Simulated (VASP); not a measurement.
# CdS (Hawleyite) (F-43m) in VASP: further runs, part 2 of 2

VASP 6.6.1.

## 3. Single point, LDA

This run uses another cell than the first one, of 23.82 Å³/atom, 1.021 times its volume.

File INCAR:

```
SYSTEM = CdS
ALGO = Normal ; EDIFF = 1E-7
ENCUT = 520 ; ISIF = 2
ISMEAR = 0 ; LASPH = .True.
LCHARG = .False. ; LREAL = .False.
LWAVE = .False. ; NBANDS = 16
NELM = 60 ; PREC = Accurate
SIGMA = 0.01
```

File KPOINTS:

```
k-points
0
Gamma
  6 6 6
  0 0 0
```

File POSCAR:

```
CdS
1.0
    0.0000000000      2.8770830059      2.8770830059
    2.8770830059      0.0000000000      2.8770830059
    2.8770830059      2.8770830059      0.0000000000
Cd S
1 1
Direct
    0.0000000000      0.0000000000      0.0000000000
    0.2500000000      0.2500000000      0.2500000000
```

Potentials or basis: VASP PAW LDA potentials, release 64 (Cd, S).

The run is started by

```sh
$ cat potpaw_LDA.64/Cd/POTCAR potpaw_LDA.64/S/POTCAR > POTCAR
$ mpirun -np 1 vasp_std > vasp.out
```

Wall time 7.2 s (1 thread of AMD EPYC 9R45 (Zen 5), shared host); peak memory 0.12 GiB.

The run converged. Its results:

```yaml
Free_energy: -7.4035 eV
Pressure: 0.7 GPa
Band_gap_on_the_k_mesh: 0.98 eV, direct
```

Levels at points of the mesh, in eV from the valence-band top:
```
           k point  band 7  band 8  band 9  band 10  band 11  band 12
(0.00, 0.00, 0.00)    0.00    0.00    0.00     0.98     6.35     6.35
(0.50, 0.00, 0.00)   -4.78   -0.83   -0.83     2.84     6.84     6.84
(0.50, 0.50, 0.00)   -4.24   -2.07   -2.07     3.24     4.21     9.13
```

As with any semilocal functional, this LDA gap is likely too small.

## 4. Single point, LDA

This run uses another cell than the first one, of 24.31 Å³/atom, 1.043 times its volume.

File INCAR:

```
  PREC = Accurate
  ENCUT = 520
  EDIFF = 1E-7
  ISMEAR = 0
  SIGMA = 0.01
  LREAL = F
  LASPH = T
  NELM = 100
  ALGO = Normal
  ISIF = 2
  LWAVE = F
  LCHARG = F
  NBANDS = 16
```

File KPOINTS:

```
Automatic mesh
0
Gamma
  6 6 6
```

File POSCAR:

```
CdS
1.0
    0.0000000000      2.8969255847      2.8969255847
    2.8969255847      0.0000000000      2.8969255847
    2.8969255847      2.8969255847      0.0000000000
Cd S
1 1
Direct
    0.0000000000      0.0000000000      0.0000000000
    0.2500000000      0.2500000000      0.2500000000
```

Potentials or basis: VASP PAW LDA potentials, release 64 (Cd, S).

The run is started by

```sh
$ cat potpaw_LDA.64/Cd/POTCAR potpaw_LDA.64/S/POTCAR > POTCAR
$ mpirun -np 1 vasp_std > vasp.out
```

OUTCAR:

```text
PREC = Accurate
   ENCUT = 520
   EDIFF = 1E-7
   ISMEAR = 0
   LREAL = F
   LASPH = T
   NELM = 100
   ISIF = 2

 ion  position               nearest neighbor table
   1  0.000  0.000  0.000-   2 2.51   2 2.51   2 2.51   2 2.51
   2  0.250  0.250  0.250-   1 2.51   1 2.51   1 2.51   1 2.51

  LATTYP: Found a face centered cubic cell.
 ALAT       =     5.7938511694

  Lattice vectors:

 A1 = (   0.0000000000,   2.8969255847,   2.8969255847)
 A2 = (   2.8969255847,   0.0000000000,   2.8969255847)
 A3 = (   2.8969255847,   2.8969255847,   0.0000000000)

Analysis of symmetry for initial positions (statically):
=====================================================================
 Subroutine PRICEL returns:
 Original cell was already a primitive cell.

 Routine SETGRP: Setting up the symmetry group for a
 face centered cubic supercell.

 Subroutine GETGRP returns: Found 24 space group operations
 (whereof 24 operations were pure point group operations)
 out of a pool of 48 trial point group operations.
[... 150 lines left out ...]
  free energy    TOTEN  =        -7.40333260 eV

  energy without entropy =       -7.40333260  energy(sigma->0) =       -7.40333260

 E-fermi :   1.4258     XC(G=0):  -9.6775

 val. band max:        1.3090181356   @ k =   0.0000   0.0000   0.0000
 cond. band min:       2.2431549537   @ k =   0.0000   0.0000   0.0000
 fundamental gap:      0.9341368181
 Fermi energy:         1.4258287198

 k-point     1 :       0.0000    0.0000    0.0000
  band No.  band energies     occupation
      1     -11.1745      2.00000
      2      -6.5501      2.00000
      3      -6.5501      2.00000
      4      -6.5501      2.00000
      5      -6.0377      2.00000
      6      -6.0377      2.00000
[... 281 lines left out ...]
      3      -6.2609      2.00000
      4      -6.1238      2.00000
      5      -5.9933      2.00000
      6      -5.4078      2.00000
[... 8 lines left out ...]
     15      14.5074      0.00000
     16      14.5258      0.00000

------------------------ aborting loop because EDIFF is reached ----------------------------------------

  FORCE on cell =-STRESS in cart. coord.  units (eV):
  Direction    XX          YY          ZZ          XY          YZ          ZX
  --------------------------------------------------------------------------------------
  -------------------------------------------------------------------------------------
  Total       -0.2249286     -0.2249286     -0.2249286     -0.0000000     -0.0000000      0.0000000
  in kB       -7.4116217     -7.4116217     -7.4116217     -0.0000000     -0.0000000      0.0000000
  external PRESSURE =      -7.4116217 kB  Pullay stress =       0.0000000 kB

 VOLUME and BASIS-vectors are now :
 -----------------------------------------------------------------------------
  energy-cutoff  :      520.00
  volume of cell :       48.62
      direct lattice vectors                 reciprocal lattice vectors
     0.000000000  2.896925585  2.896925585    -0.172596770  0.172596770  0.172596770
     2.896925585  0.000000000  2.896925585     0.172596770 -0.172596770  0.172596770
     2.896925585  2.896925585  0.000000000     0.172596770  0.172596770 -0.172596770

 POSITION                                       TOTAL-FORCE (eV/Angst)
 -----------------------------------------------------------------------------------
      0.00000      0.00000      0.00000        -0.000000     -0.000000     -0.000000
      1.44846      1.44846      1.44846         0.000000      0.000000      0.000000
 -----------------------------------------------------------------------------------
    total drift:                               -0.000000     -0.000000     -0.000000

  FREE ENERGIE OF THE ION-ELECTRON SYSTEM (eV)
  ---------------------------------------------------
  free  energy   TOTEN  =        -7.4033326042 eV

  energy  without entropy=       -7.4033326042  energy(sigma->0) =       -7.40333260
```

It took 6.8 s on 1 thread of AMD EPYC 9R45 (Zen 5), shared host; peak memory 0.12 GiB.

Results:

```
Free energy            : -7.4033 eV
Pressure               : -0.7 GPa
Band gap on the k mesh : 0.93 eV, direct
```

As with any semilocal functional, this LDA gap is likely too small.

## 5. Single point, LDA

This run uses another cell than the first one, of 24.81 Å³/atom, 1.064 times its volume.

File INCAR:

```
PREC = Accurate
ENCUT = 520
EDIFF = 1E-6
ISMEAR = 0
SIGMA = 0.01
LREAL = F
LASPH = T
NELM = 60
ALGO = Normal
ISIF = 2
LWAVE = F
LCHARG = T
LELF = T
LVHAR = T
NBANDS = 16
```

File KPOINTS:

```
regular mesh
0
Gamma
  6 6 6
```

File POSCAR:

```
CdS
1.0
    0.0000000000      2.9165000000      2.9165000000
    2.9165000000      0.0000000000      2.9165000000
    2.9165000000      2.9165000000      0.0000000000
Cd S
1 1
Direct
    0.0000000000      0.0000000000      0.0000000000
    0.2500000000      0.2500000000      0.2500000000
```

Potentials or basis: VASP PAW LDA potentials, release 64 (Cd, S).

The run is started by

```sh
$ cat potpaw_LDA.64/Cd/POTCAR potpaw_LDA.64/S/POTCAR > POTCAR
$ mpirun -np 1 vasp_std > vasp.out
```

OUTCAR:

```text
PREC = Accurate
   ENCUT = 520
   EDIFF = 1E-6
   ISMEAR = 0
   LREAL = F
   LASPH = T
   NELM = 60
   ISIF = 2

 ion  position               nearest neighbor table
   1  0.000  0.000  0.000-   2 2.53   2 2.53   2 2.53   2 2.53
   2  0.250  0.250  0.250-   1 2.53   1 2.53   1 2.53   1 2.53

  LATTYP: Found a face centered cubic cell.
 ALAT       =     5.8330000000

  Lattice vectors:

[... 469 lines left out ...]
      6      -5.5670      2.00000
[... 8 lines left out ...]
     15      14.2556      0.00000
     16      14.2839      0.00000

------------------------ aborting loop because EDIFF is reached ----------------------------------------

  FORCE on cell =-STRESS in cart. coord.  units (eV):
  Direction    XX          YY          ZZ          XY          YZ          ZX
  --------------------------------------------------------------------------------------
  -------------------------------------------------------------------------------------
  Total       -0.6139420     -0.6139420     -0.6139420      0.0000000      0.0000000      0.0000000
  in kB      -19.8254014    -19.8254014    -19.8254014      0.0000000      0.0000000      0.0000000
  external PRESSURE =     -19.8254014 kB  Pullay stress =       0.0000000 kB

 VOLUME and BASIS-vectors are now :
 -----------------------------------------------------------------------------
  energy-cutoff  :      520.00
  volume of cell :       49.62
      direct lattice vectors                 reciprocal lattice vectors
     0.000000000  2.916500000  2.916500000    -0.171438368  0.171438368  0.171438368
     2.916500000  0.000000000  2.916500000     0.171438368 -0.171438368  0.171438368
     2.916500000  2.916500000  0.000000000     0.171438368  0.171438368 -0.171438368

 POSITION                                       TOTAL-FORCE (eV/Angst)
 -----------------------------------------------------------------------------------
      0.00000      0.00000      0.00000         0.000000      0.000000      0.000000
      1.45825      1.45825      1.45825        -0.000000     -0.000000     -0.000000
 -----------------------------------------------------------------------------------
    total drift:                                0.000000      0.000000      0.000000

  FREE ENERGIE OF THE ION-ELECTRON SYSTEM (eV)
  ---------------------------------------------------
  free  energy   TOTEN  =        -7.3949635223 eV

  energy  without entropy=       -7.3949635223  energy(sigma->0) =       -7.39496352
```

stdout:

```text
POSCAR found type information on POSCAR CdS
 POSCAR found :  2 types and       2 ions
 scaLAPACK will be used
 LDA part: xc-table for (Slater(with rela. corr.)+CA(PZ))
 , standard interpolation
 POSCAR, INCAR and KPOINTS ok, starting setup
 FFT: planning ... GRIDC
 FFT: planning ... GRID_SOFT
 FFT: planning ... GRID
 WAVECAR not read
 entering main loop
```

Run time: 7.4 s. Hardware: 1 thread of AMD EPYC 9R45 (Zen 5), shared host; peak memory 0.12 GiB.

Results:

```
Free energy            : -7.3950 eV
Pressure               : -2.0 GPa
Band gap on the k mesh : 0.89 eV, direct
```

Expect the measured gap to be larger: semilocal functionals such as LDA lack the derivative discontinuity.

## 6. Overview

| cell | gap on the mesh (eV) | pressure (GPa) |
| --- | --- | --- |
| a = 4.040 Å, angles 60.0°, 2 atoms | 1.02 | 2.2 |
| a = 4.069 Å, angles 60.0°, 2 atoms | 0.98 | 0.7 |
| a = 4.097 Å, angles 60.0°, 2 atoms | 0.93 | -0.7 |
| a = 4.125 Å, angles 60.0°, 2 atoms | 0.89 | -2.0 |

Alike in all rows: task single point; level LDA; potentials or basis VASP PAW LDA potentials, release 64 (Cd, S); no spin polarisation; k mesh 6 × 6 × 6; cutoff (eV) 520; smearing gaussian 0.01 eV.

Absolute energies hang on the potentials; compare differences alone.
